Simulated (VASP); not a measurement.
# MgO (Fm-3m) in VASP: single point with r2SCAN

Aim: the single point of MgO with r2SCAN.

Program: VASP 6.6.1. These are calculated values, not measurements. Logs are shortened: lines on timing, memory, paths and dates and some standing lists are left out, and cuts for length are marked.

## Step 1: The cell of the first run

It takes space group Fm-3m (No. 225, cubic). The conventional cell has a = 4.204 Å, b = 4.204 Å, c = 4.204 Å, α = 90.00°, β = 90.00°, γ = 90.00°. Within 2.8 Å of Mg (site symmetry m-3m) lie 6 O at 2.10 Å. O (site symmetry m-3m) has 6 Mg at 2.10 Å within 2.8 Å.

## Step 2: Single point, r2SCAN

Contents of POSCAR:

```
MgO
1.0
    0.0000000000      2.1022009534      2.1022009534
    2.1022009534      0.0000000000      2.1022009534
    2.1022009534      2.1022009534      0.0000000000
Mg O
1 1
Direct
    0.0000000000      0.0000000000      0.0000000000
    0.5000000000      0.5000000000      0.5000000000
```

Contents of INCAR.step1:

```
SYSTEM = MgO
  PREC = Accurate
  ENCUT = 920
  ISMEAR = 0
  SIGMA = 0.02
  LREAL = .False.
  LASPH = .True.
  NELM = 120
  NBANDS = 15
  GGA = PE
  ALGO = Normal
  EDIFF = 1E-5
  LWAVE = .True.
  LCHARG = .False.
  GGA_COMPAT = .False.
```

Contents of INCAR.step2:

```
SYSTEM = MgO
  PREC = Accurate
  ENCUT = 920
  EDIFF = 1E-6
  ISMEAR = 0
  SIGMA = 0.02
  LREAL = .False.
  LASPH = .True.
  NELM = 120
  ALGO = Normal
  ISIF = 2
  LWAVE = .False.
  LCHARG = .False.
  METAGGA = R2SCAN
  LMIXTAU = .True.
  NBANDS = 15
  ISTART = 1
  GGA_COMPAT = .False.
```

Contents of KPOINTS:

```
Automatic mesh
0
Gamma
  10 10 10
  0 0 0
```

Potentials or basis: VASP PAW PBE potentials, release 64 (Mg_sv, O).

The run is started by

```sh
$ cat potpaw_PBE.64/Mg_sv/POTCAR potpaw_PBE.64/O/POTCAR > POTCAR
$ cp INCAR.step1 INCAR
$ mpirun -np 1 vasp_std > vasp.out
$ cp INCAR.step2 INCAR
$ mpirun -np 1 vasp_std > vasp.out
```

OUTCAR:

```text
SYSTEM = MgO
   PREC = Accurate
   ENCUT = 920
   EDIFF = 1E-6
   ISMEAR = 0
   LREAL = .False.
   LASPH = .True.
   NELM = 120
   ISIF = 2
   METAGGA = R2SCAN
   ISTART = 1

 ion  position               nearest neighbor table
   1  0.000  0.000  0.000-   2 2.10   2 2.10   2 2.10   2 2.10   2 2.10   2 2.10
   2  0.500  0.500  0.500-   1 2.10   1 2.10   1 2.10   1 2.10   1 2.10   1 2.10

  LATTYP: Found a face centered cubic cell.
 ALAT       =     4.2044019068

  Lattice vectors:

 A1 = (   0.0000000000,   2.1022009534,   2.1022009534)
 A2 = (   2.1022009534,   0.0000000000,   2.1022009534)
 A3 = (   2.1022009534,   2.1022009534,   0.0000000000)

Analysis of symmetry for initial positions (statically):
=====================================================================
 Subroutine PRICEL returns:
 Original cell was already a primitive cell.

 Routine SETGRP: Setting up the symmetry group for a
 face centered cubic supercell.

 Subroutine GETGRP returns: Found 48 space group operations
 (whereof 48 operations were pure point group operations)
 out of a pool of 48 trial point group operations.

The static configuration has the point symmetry O_h .

Analysis of symmetry for dynamics (positions and initial velocities):
=====================================================================
 Subroutine PRICEL returns:
 Original cell was already a primitive cell.

 Routine SETGRP: Setting up the symmetry group for a
 face centered cubic supercell.

 Subroutine GETGRP returns: Found 48 space group operations
 (whereof 48 operations were pure point group operations)
 out of a pool of 48 trial point group operations.

The dynamic configuration has the point symmetry O_h .

 Subroutine INISYM returns: Found 48 space group operations
 (whereof 48 operations are pure point group operations),
 and found     1 'primitive' translations

----------------------------------------------------------------------------------------

                                     Primitive cell

  volume of cell :      18.5803

  direct lattice vectors                    reciprocal lattice vectors
     0.000000000  2.102200953  2.102200953    -0.237845958  0.237845958  0.237845958
     2.102200953  0.000000000  2.102200953     0.237845958 -0.237845958  0.237845958
     2.102200953  2.102200953  0.000000000     0.237845958  0.237845958 -0.237845958

  length of vectors
     2.972961099  2.972961099  2.972961099     0.411961284  0.411961284  0.411961284

  position of ions in fractional coordinates (direct lattice)
[... 90 lines left out ...]
   NELECT =      16.0000    total number of electrons
   NUPDOWN=      -1.0000    fix difference up-down
   EMIN   =  10.00;   EMAX   =-10.00  energy-range for DOS
   EFERMI =   0.00;   METHOD = LEGACY
   ISMEAR =     0;   SIGMA  =   0.02  broadening in eV -4-tet -1-fermi 0-gaus
   EFERMI_NEDOS =   21; number of points for ismear=-14 and -15
   IALGO  =     38    algorithm
   IMIX   =      4    mixing-type and parameters
     AMIX     =   0.40;   BMIX     =  1.00
     AMIX_MAG =   1.60;   BMIX_MAG =  1.00
  volume/ion in A,a.u.               =       9.29        62.69
  Fermi-wavevector in a.u.,A,eV,Ry     =   1.557509  2.943265 33.005484  2.425835
  Thomas-Fermi vector in A             =   2.661149
   LORBIT       =      0    0 simple, 1 ext, 2 COOP (PROOUT), +10 PAW based schemes
   METAGGA = R2SCAN    functional components
   LHFCALC =     F    Hartree Fock is set to
   AEXX    =    0.0000 exact exchange contribution
   IVDW    =     0    specifies the selected vdW correction
   LEPSILON=     F    determine dielectric tensor
   LRPA    =     F    only Hartree local field effects (RPA)
 non-spin polarized calculation
 Gauss-broadening in eV      SIGMA  =   0.02
  energy-cutoff  :      920.00
  volume of cell :       18.58
 maximum number of plane-waves:      1243
 NGX is ok and might be reduce to    30
   NGX = 15   NGY = 15   NGZ = 15

 number of electron      15.9999999 magnetization

 Free energy of the ion-electron system (eV)
  ---------------------------------------------------
  ext. energy  EPLUGINS =         0.00000000
  ---------------------------------------------------
  free energy    TOTEN  =       -16.15466952 eV

  energy without entropy =      -16.15466952  energy(sigma->0) =      -16.15466952

 E-fermi :   2.8309     XC(G=0): -12.0716

 val. band max:        2.5438491179   @ k =   0.0000   0.0000   0.0000
 cond. band min:       8.2445666193   @ k =   0.0000   0.0000   0.0000
 fundamental gap:      5.7007175014
 Fermi energy:         2.8308846083

 k-point     1 :       0.0000    0.0000    0.0000
  band No.  band energies     occupation
      1     -72.4072      2.00000
      2     -37.4930      2.00000
      3     -37.4930      2.00000
      4     -37.4930      2.00000
      5     -15.6711      2.00000
      6       2.5438      2.00000
      7       2.5438      2.00000
      8       2.5438      2.00000
      9       8.2446      0.00000
     10      19.4384      0.00000
     11      19.4384      0.00000
     12      19.4384      0.00000
     13      23.5602      0.00000
     14      25.3981      0.00000
[... 401 lines left out ...]
      2     -37.5532      2.00000
      3     -37.5171      2.00000
      4     -37.5147      2.00000
      5     -14.4508      2.00000
      6      -1.0347      2.00000
      7       1.2250      2.00000
      8       1.4389      2.00000
      9      13.2195      0.00000
     10      13.7296      0.00000
     11      17.4523      0.00000
     12      22.1681      0.00000
     13      22.3868      0.00000
     14      28.9615      0.00000
     15      31.2181      0.00000

 [... further k-points ...]

------------------------ aborting loop because EDIFF is reached ----------------------------------------

  FORCE on cell =-STRESS in cart. coord.  units (eV):
  Direction    XX          YY          ZZ          XY          YZ          ZX
  --------------------------------------------------------------------------------------
  -------------------------------------------------------------------------------------
  Total        0.0568416      0.0568416      0.0568416      0.0000000      0.0000000      0.0000000
  in kB        4.9014499      4.9014499      4.9014499      0.0000000      0.0000000      0.0000000
  external PRESSURE =       4.9014499 kB  Pullay stress =       0.0000000 kB

 VOLUME and BASIS-vectors are now :
 -----------------------------------------------------------------------------
  energy-cutoff  :      920.00
  volume of cell :       18.58
      direct lattice vectors                 reciprocal lattice vectors
     0.000000000  2.102200953  2.102200953    -0.237845958  0.237845958  0.237845958
     2.102200953  0.000000000  2.102200953     0.237845958 -0.237845958  0.237845958
     2.102200953  2.102200953  0.000000000     0.237845958  0.237845958 -0.237845958

 POSITION                                       TOTAL-FORCE (eV/Angst)
 -----------------------------------------------------------------------------------
      0.00000      0.00000      0.00000         0.000000      0.000000     -0.000000
      2.10220      2.10220      2.10220         0.000000      0.000000      0.000000
 -----------------------------------------------------------------------------------
    total drift:                                0.000000      0.000000      0.000000

  FREE ENERGIE OF THE ION-ELECTRON SYSTEM (eV)
  ---------------------------------------------------
  free  energy   TOTEN  =       -16.1546695222 eV

  energy  without entropy=      -16.1546695222  energy(sigma->0) =      -16.15466952
```

OSZICAR.step1:

```text
N       E                     dE             d eps       ncg     rms          rms(c)
DAV:   1     0.169783712384E+03    0.16978E+03   -0.14348E+04  1410   0.191E+03
DAV:   2    -0.696673229206E+01   -0.17675E+03   -0.16670E+03  1676   0.460E+02
DAV:   3    -0.133563670238E+02   -0.63896E+01   -0.63442E+01  1896   0.824E+01
DAV:   4    -0.134751309023E+02   -0.11876E+00   -0.11875E+00  1564   0.109E+01
DAV:   5    -0.134773286725E+02   -0.21978E-02   -0.21978E-02  1838   0.128E+00    0.862E+00
DAV:   6    -0.118927831255E+02    0.15845E+01   -0.25578E+00  1508   0.148E+01    0.282E+00
DAV:   7    -0.118808081388E+02    0.11975E-01   -0.14028E-01  1669   0.349E+00    0.172E+00
DAV:   8    -0.118710285159E+02    0.97796E-02   -0.38568E-02  1711   0.226E+00    0.345E-01
DAV:   9    -0.118697896224E+02    0.12389E-02   -0.37679E-03  1571   0.571E-01    0.101E-01
DAV:  10    -0.118699831654E+02   -0.19354E-03   -0.29063E-04  1725   0.185E-01    0.473E-02
DAV:  11    -0.118699740393E+02    0.91261E-05   -0.25271E-05  1746   0.494E-02
   1 F= -.11869974E+02 E0= -.11869974E+02  d E =-.486315-119
```

Wall time 2.5 min (1 thread of AMD EPYC 7R43 (Zen 3), shared host); peak memory 0.15 GiB.

What came out:

- Free energy: -16.1547 eV
- Pressure: 0.5 GPa
- Band gap on the k mesh: 5.70 eV

Levels at points of the mesh, in eV from the valence-band top:
| k point | band 6 | band 7 | band 8 | band 9 | band 10 | band 11 |
| --- | --- | --- | --- | --- | --- | --- |
| (0.00, 0.00, 0.00) | 0.00 | 0.00 | 0.00 | 5.70 | 16.89 | 16.89 |
| (0.50, 0.00, 0.00) | -4.62 | -0.68 | -0.68 | 8.87 | 13.91 | 17.57 |
| (0.50, 0.50, 0.00) | -4.09 | -1.37 | -1.37 | 10.05 | 11.22 | 14.38 |

Caveat: the PAW data sets were made with another functional, which shifts forces and pressure a little.
